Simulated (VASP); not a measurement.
# Si (P1) in VASP: single point with PBE

Aim: the single point of Si with PBE.

Program: VASP 6.6.1. These are calculated values, not measurements. Logs are shortened: lines on timing, memory, paths and dates and some standing lists are left out, and cuts for length are marked.

### Step 1. The cell of the first run

The typed cell holds 12 atoms: a = 3.905 Å, b = 6.764 Å, c = 8.233 Å, α = 89.99°, β = 90.00°, γ = 90.01°.

### Step 2. Single point, PBE

File INCAR:

```
PREC = Accurate ; ENCUT = 520
EDIFF = 1E-6 ; ISMEAR = 0
SIGMA = 0.2 ; LREAL = F
LASPH = T ; NELM = 60
ALGO = Normal ; ISIF = 2
LWAVE = F ; LCHARG = T
GGA = PE ; LELF = T
LVHAR = T ; NBANDS = 36
```

File KPOINTS:

```
regular mesh
0
Gamma
  6 4 4
```

File POSCAR:

```
Si
1.0
    1.9526465830     -3.3812367526     -0.0004629017
    5.8565445798      3.3841515414     -0.0014053267
    0.0027433047      0.0005165476      8.2328907210
Si
12
Direct
    0.6249161424      0.1249764709      0.3333719033
    0.1249423372      0.6250263829      0.3333045025
    0.8746460228      0.3751166669      0.1666537174
    0.3753480282      0.8748994650      0.1666034616
    0.6249837850      0.1250272340      0.8333544188
    0.1249668422      0.6249800683      0.8333321718
    0.8747550336      0.3750912574      0.6666116700
    0.3753743032      0.8748700788      0.6666327583
    0.3746052324      0.3748315671      0.0000452538
    0.8753308237      0.8750682388      0.0000118017
    0.3747751361      0.3749865773      0.5000256798
   -0.1246436867      0.8751259928      0.5000526611
```

Potentials or basis: VASP PAW PBE potentials, release 64 (Si).

Launch:

```sh
cat potpaw_PBE.64/Si/POTCAR > POTCAR
mpirun -np 1 vasp_std > vasp.out
```

OUTCAR:

```text
PREC = Accurate
   ENCUT = 520
   EDIFF = 1E-6
   ISMEAR = 0
   LREAL = F
   LASPH = T
   NELM = 60
   ISIF = 2
   GGA = PE

 ion  position               nearest neighbor table
   1  0.625  0.125  0.333-   4 2.39  12 2.39   3 2.39  11 2.39
   2  0.125  0.625  0.333-   3 2.39   4 2.39  11 2.39  12 2.39
   3  0.875  0.375  0.167-   9 2.39   9 2.39   2 2.39   1 2.39
   4  0.375  0.875  0.167-  10 2.39  10 2.39   2 2.39   1 2.39
   5  0.625  0.125  0.833-   7 2.39   9 2.39   8 2.39  10 2.39
   6  0.125  0.625  0.833-   7 2.39   8 2.39  10 2.39   9 2.39
   7  0.875  0.375  0.667-  11 2.39  11 2.39   6 2.39   5 2.39
   8  0.375  0.875  0.667-  12 2.39  12 2.39   6 2.39   5 2.39
   9  0.375  0.375  0.000-   3 2.39   3 2.39   5 2.39   6 2.39
  10  0.875  0.875  0.000-   4 2.39   4 2.39   6 2.39   5 2.39
  11  0.375  0.375  0.500-   7 2.39   7 2.39   2 2.39   1 2.39
  12  0.875  0.875  0.500-   8 2.39   8 2.39   1 2.39   2 2.39

  LATTYP: Found a triclinic cell.
 ALAT       =     3.9045602658
 B/A-ratio  =     2.9061754061
 C/A-ratio  =     1.7323315043
 COS(alpha) =     0.0000972707
 COS(beta)  =     0.0002595626
 COS(gamma) =     0.6881851726

  Lattice vectors:

 A1 = (   1.9526465830,  -3.3812367526,  -0.0004629017)
 A2 = (   3.9080364707,  -6.7619569576,   8.2319649176)
 A3 = (  -5.8565445798,  -3.3841515414,   0.0014053267)

Analysis of symmetry for initial positions (statically):
=====================================================================
 Subroutine PRICEL returns:
 Original cell was already a primitive cell.

 Routine SETGRP: Setting up the symmetry group for a
 triclinic supercell.

 Subroutine GETGRP returns: Found  1 space group operations
 (whereof  1 operations were pure point group operations)
 out of a pool of  2 trial point group operations.

The static configuration has the point symmetry C_1 .

Analysis of symmetry for dynamics (positions and initial velocities):
=====================================================================
 Subroutine PRICEL returns:
 Original cell was already a primitive cell.

 Routine SETGRP: Setting up the symmetry group for a
 triclinic supercell.

 Subroutine GETGRP returns: Found  1 space group operations
 (whereof  1 operations were pure point group operations)
 out of a pool of  2 trial point group operations.

The dynamic configuration has the point symmetry C_1 .

 Subroutine INISYM returns: Found  1 space group operations
 (whereof  1 operations are pure point group operations),
 and found     1 'primitive' translations

----------------------------------------------------------------------------------------

                                     Primitive cell

  volume of cell :     217.4341

  direct lattice vectors                    reciprocal lattice vectors
     1.952646583 -3.381236753 -0.000462902     0.128136997 -0.221751321 -0.000028784
     5.856544580  3.384151541 -0.001405327     0.128026627  0.073934716 -0.000047299
     0.002743305  0.000516548  8.232890721     0.000029058  0.000000152  0.121464010

  length of vectors
     3.904560266  6.763992759  8.232891194     0.256110795  0.147841678  0.121464013

  position of ions in fractional coordinates (direct lattice)
     0.624916142  0.124976471  0.333371903
     0.124942337  0.625026383  0.333304502
     0.874646023  0.375116667  0.166653717
     0.375348028  0.874899465  0.166603462
     0.624983785  0.125027234  0.833354419
     0.124966842  0.624980068  0.833332172
     0.874755034  0.375091257  0.666611670
     0.375374303  0.874870079  0.666632758
     0.374605232  0.374831567  0.000045254
     0.875330824  0.875068239  0.000011802
     0.374775136  0.374986577  0.500025680
     0.875356313  0.875125993  0.500052661

  ion indices of the primitive-cell ions
   primitive index   ion index
                 1           1
                 2           2
                 3           3
                 4           4
                 5           5
                 6           6
                 7           7
                 8           8
                 9           9
                10          10
                11          11
                12          12

----------------------------------------------------------------------------------------

 KPOINTS: regular mesh

Automatic generation of k-mesh.
 Grid dimensions read from file:
 generate k-points for:    6    4    4

 Generating k-lattice:

  Cartesian coordinates                     Fractional coordinates (reciprocal lattice)
     0.021356166 -0.036958554 -0.000004797     0.166666667  0.000000000 -0.000000000
     0.032006657  0.018483679 -0.000011825     0.000000000  0.250000000  0.000000000
     0.000007265  0.000000038  0.030366002     0.000000000  0.000000000  0.250000000

  Length of vectors
     0.042685132  0.036960420  0.030366003

  Shift w.r.t. Gamma in fractional coordinates (k-lattice)
     0.000000000  0.000000000  0.000000000

 Subroutine IBZKPT returns following result:
 ===========================================

 Found     52 irreducible k-points:

 Following reciprocal coordinates:
            Coordinates               Weight
  0.000000  0.000000  0.000000      1.000000
  0.166667 -0.000000 -0.000000      2.000000
  0.333333 -0.000000 -0.000000      2.000000
  0.500000  0.000000  0.000000      1.000000
 -0.000000  0.250000 -0.000000      2.000000
  0.166667  0.250000  0.000000      2.000000
[... 16 lines left out ...]
  0.333333  0.250000  0.250000      2.000000
  0.500000  0.250000  0.250000      2.000000
 [... further k-points ...]
   k-points           NKPTS =     52   k-points in BZ     NKDIM =     52   number of bands    NBANDS=     36
   number of dos      NEDOS =    301   number of ions     NIONS =     12
   total plane-waves  NPLWV =  96000
   dimension x,y,z NGX =    30 NGY =   50 NGZ =   64
   dimension x,y,z NGXF=    60 NGYF=  100 NGZF=  128
   ions per type =              12
   NGX,Y,Z   is equivalent  to a cutoff of  12.77, 12.29, 12.92 a.u.
   NGXF,Y,Z  is equivalent  to a cutoff of  25.55, 24.58, 25.85 a.u.
 SYSTEM =  unknown system
   PREC   = accura    normal or accurate (medium, high low for compatibility)
   ISTART =      0    job   : 0-new  1-cont  2-samecut
   ICHARG =      2    charge: 1-file 2-atom 10-const
   ISPIN  =      1    spin polarized calculation?
   LNONCOLLINEAR =      F non collinear calculations
   LSORBIT =      F    spin-orbit coupling
   LASPH  =      T    aspherical Exc in radial PAW
   ENCUT  =  520.0 eV  38.22 Ry    6.18 a.u.   7.26 12.58 15.31*2*pi/ulx,y,z
   NELM   =     60;   NELMIN=  2; NELMDL= -5     # of ELM steps
   EDIFF  = 0.1E-05   stopping-criterion for ELM
   LREAL  =      F    real-space projection
   EDIFFG = 0.1E-04   stopping-criterion for IOM
   NSW    =      0    number of steps for IOM
   IBRION =     -1    ionic relax: 0-MD 1-quasi-New 2-CG
   NFREE  =      0    steps in history (QN), initial steepest desc. (CG)
   ISIF   =      2    stress and relaxation
   ISYM   =      2    0-nonsym 1-usesym 2-fastsym
   POTIM  = 0.5000    time-step for ionic-motion
   TEBEG  =    0.0;   TEEND  =   0.0 temperature during run
   PSTRESS=    0.0 pullay stress
   NELECT =      48.0000    total number of electrons
   NUPDOWN=      -1.0000    fix difference up-down
   EMIN   =  10.00;   EMAX   =-10.00  energy-range for DOS
   EFERMI =   0.00;   METHOD = LEGACY
   ISMEAR =     0;   SIGMA  =   0.20  broadening in eV -4-tet -1-fermi 0-gaus
   EFERMI_NEDOS =   21; number of points for ismear=-14 and -15
   IALGO  =     38    algorithm
   IMIX   =      4    mixing-type and parameters
     AMIX     =   0.40;   BMIX     =  1.00
     AMIX_MAG =   1.60;   BMIX_MAG =  1.00
  volume/ion in A,a.u.               =      18.12       122.28
  Fermi-wavevector in a.u.,A,eV,Ry     =   0.989417  1.869727 13.319369  0.978946
  Thomas-Fermi vector in A             =   2.121014
   LORBIT       =      0    0 simple, 1 ext, 2 COOP (PROOUT), +10 PAW based schemes
   GGA     = PE    functional components
   LHFCALC =     F    Hartree Fock is set to
   AEXX    =    0.0000 exact exchange contribution
   IVDW    =     0    specifies the selected vdW correction
   LEPSILON=     F    determine dielectric tensor
   LRPA    =     F    only Hartree local field effects (RPA)
 non-spin polarized calculation
 Gauss-broadening in eV      SIGMA  =   0.20
  energy-cutoff  :      520.00
  volume of cell :      217.43
 maximum number of plane-waves:      5893
 NGX is ok and might be reduce to    30
   NGX = 15   NGY = 25   NGZ = 31

 number of electron      47.9999999 magnetization

 Free energy of the ion-electron system (eV)
  ---------------------------------------------------
  ext. energy  EPLUGINS =         0.00000000
  ---------------------------------------------------
  free energy    TOTEN  =       -62.66958059 eV

  energy without entropy =      -62.66227985  energy(sigma->0) =      -62.66593022

 E-fermi :   7.1372     XC(G=0): -10.0244

 val. band max:        6.9727508798   @ k =  -0.0000   0.2500  -0.0000
 cond. band min:       7.2506399160   @ k =   0.5000   0.5000  -0.0000
 fundamental gap:      0.2778890362
 Fermi energy:         7.1372236827

 k-point     1 :       0.0000    0.0000    0.0000
  band No.  band energies     occupation
      1      -5.5873      2.00000
      2      -3.5436      2.00000
      3      -3.5425      2.00000
      4      -3.3212      2.00000
      5      -1.9357      2.00000
      6      -1.9036      2.00000
[... 28 lines left out ...]
     35       9.8408      0.00000
     36      10.8564      0.00000
[... 866 lines left out ...]
      6      -1.4571      2.00000
[... 28 lines left out ...]
     35      11.8569      0.00000
     36      11.8628      0.00000

 [... further k-points ...]

------------------------ aborting loop because EDIFF is reached ----------------------------------------

  FORCE on cell =-STRESS in cart. coord.  units (eV):
  Direction    XX          YY          ZZ          XY          YZ          ZX
  --------------------------------------------------------------------------------------
  -------------------------------------------------------------------------------------
  Total       -0.0350928     -0.1064654     -0.1088820      0.0105341     -0.0038502     -0.0091270
  in kB       -0.2585839     -0.7844973     -0.8023043      0.0776214     -0.0283705     -0.0672527
  external PRESSURE =      -0.6151285 kB  Pullay stress =       0.0000000 kB

 VOLUME and BASIS-vectors are now :
 -----------------------------------------------------------------------------
  energy-cutoff  :      520.00
  volume of cell :      217.43
      direct lattice vectors                 reciprocal lattice vectors
     1.952646583 -3.381236753 -0.000462902     0.128136997 -0.221751321 -0.000028784
     5.856544580  3.384151541 -0.001405327     0.128026627  0.073934716 -0.000047299
     0.002743305  0.000516548  8.232890721     0.000029058  0.000000152  0.121464010

 POSITION                                       TOTAL-FORCE (eV/Angst)
 -----------------------------------------------------------------------------------
      1.95309     -1.68988      2.74415         0.003003      0.001106      0.000251
      3.90538      1.69290      2.74312         0.001046      0.000166      0.002573
      3.90522     -1.68785      1.37111        -0.004092     -0.001196     -0.001693
      5.85727      1.69174      1.37022         0.000669      0.002449     -0.000542
      1.95489     -1.68968      6.86045        -0.003011     -0.002109     -0.000486
      3.90653      1.69292      6.85980        -0.000370     -0.001309      0.000950
      3.90665     -1.68804      5.48721        -0.000230     -0.001464     -0.000378
      5.85852      1.69181      5.48691         0.002236      0.002687      0.000664
      2.92669      0.00186     -0.00033         0.004972      0.000615      0.000742
      6.83409      0.00166     -0.00154        -0.000419      0.001073      0.000118
      2.92930      0.00207      4.11596        -0.001046     -0.000580     -0.001010
      6.83585      0.00203      4.11524        -0.002757     -0.001438     -0.001189
 -----------------------------------------------------------------------------------
    total drift:                               -0.000003      0.000003      0.000007

  FREE ENERGIE OF THE ION-ELECTRON SYSTEM (eV)
  ---------------------------------------------------
  free  energy   TOTEN  =       -62.6695805867 eV

  energy  without entropy=      -62.6622798473  energy(sigma->0) =      -62.66593022
```

It took 5 min on 1 thread of AMD EPYC 7R43 (Zen 3), shared host; peak memory 0.41 GiB.

Results:

* Free energy: -62.6696 eV
* Pressure: -0.1 GPa
* Largest force: 0.005 eV/Å
* Band gap on the k mesh: zero (filled and empty bands overlap)

Forces on the atoms (eV/Å):
```
Si   0.003  0.001  0.000
Si   0.001  0.000  0.003
Si  -0.004 -0.001 -0.002
Si   0.001  0.002 -0.001
Si  -0.003 -0.002  0.000
Si   0.000 -0.001  0.001
Si   0.000 -0.001  0.000
Si   0.002  0.003  0.001
Si   0.005  0.001  0.001
Si   0.000  0.001  0.000
Si  -0.001 -0.001 -0.001
Si  -0.003 -0.001 -0.001
```

Caveat: semilocal functionals underestimate gaps, so a narrow gap can read as zero.
